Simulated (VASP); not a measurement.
Input of a VASP 6.6.1 run:

POSCAR

```
GaN
1.0
    0.0000000000      2.1085153661      2.1085153661
    2.1085153661      0.0000000000      2.1085153661
    2.1085153661      2.1085153661      0.0000000000
Ga N
1 1
Direct
    0.5000000000      0.5000000000      0.5000000000
    0.0000000000      0.0000000000      0.0000000000
```

File INCAR.step1:

```
  PREC = Accurate
  ENCUT = 910
  ISMEAR = 0
  SIGMA = 0.01
  LREAL = False
  LASPH = True
  NELM = 120
  NBANDS = 16
  GGA = PE
  ALGO = Normal
  EDIFF = 1E-5
  LWAVE = True
  LCHARG = False
  GGA_COMPAT = False
```

Contents of INCAR.step2:

```
  PREC = Accurate
  ENCUT = 910
  EDIFF = 1E-6
  ISMEAR = 0
  SIGMA = 0.01
  LREAL = False
  LASPH = True
  NELM = 120
  ALGO = Normal
  ISIF = 2
  LWAVE = False
  LCHARG = False
  METAGGA = R2SCAN
  LMIXTAU = True
  NBANDS = 16
  ISTART = 1
  GGA_COMPAT = False
```

File KPOINTS:

```
regular mesh
0
Gamma
  10 10 10
```

Potentials or basis: VASP PAW PBE potentials, release 64 (Ga_d, N_h).

The run is started by

```bash
$ cat potpaw_PBE.64/Ga_d/POTCAR potpaw_PBE.64/N_h/POTCAR > POTCAR
$ cp INCAR.step1 INCAR
$ mpirun -np 1 vasp_std > vasp.out
$ cp INCAR.step2 INCAR
$ mpirun -np 1 vasp_std > vasp.out
```

Task: What does it give for the band gap on the k mesh?

Result: 1.18 eV, indirect (least direct gap 3.40 eV).

Task: Estimate the pressure.

Result: 1.0 GPa.

Caveat: the cutoff is under 1.25 times the usual one of these potentials, so pressure, stress and relaxed cells hold a basis-set (Pulay) error; the PAW data sets were made with another functional, which shifts forces and pressure a little. A k mesh can miss the band edges.
